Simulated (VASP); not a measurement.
Input of a VASP 6.6.1 run:

The input INCAR:

```
PREC = Accurate
ENCUT = 570
EDIFF = 1E-6
ISMEAR = -1
SIGMA = 0.05
LREAL = False
LASPH = True
NELM = 120
ALGO = Normal
ISIF = 2
LWAVE = False
LCHARG = False
GGA = CA
NBANDS = 41
GGA_COMPAT = False
```

KPOINTS

```
regular mesh
0
Gamma
  7 7 7
```

File POSCAR:

```
TiPt3
1.0
    3.8443313815      0.0000000000      0.0000000000
    0.0000000000      3.8443313815      0.0000000000
    0.0000000000      0.0000000000      3.8443313815
Pt Ti
3 1
Direct
    0.5000000000      0.5000000000      0.0000000000
    0.5000000000      0.0000000000      0.5000000000
    0.0000000000      0.5000000000      0.5000000000
    0.0000000000      0.0000000000      0.0000000000
```

Potentials or basis: VASP PAW LDA potentials, release 64 (Pt_sv_GW, Ti_sv).

The run is started by

```bash
$ cat potpaw_LDA.64/Pt_sv_GW/POTCAR potpaw_LDA.64/Ti_sv/POTCAR > POTCAR
$ mpirun -np 1 vasp_std > vasp.out
```

Task: Estimate the band gap on the k mesh.

Result: Zero (bands 33 and 34 overlap by 1.62 eV).

Task: What does it give for the pressure?

Result: 6.5 GPa.

Caveat: the cell stands under pressure; spin-orbit coupling is left out, which moves the levels of the heavy elements.
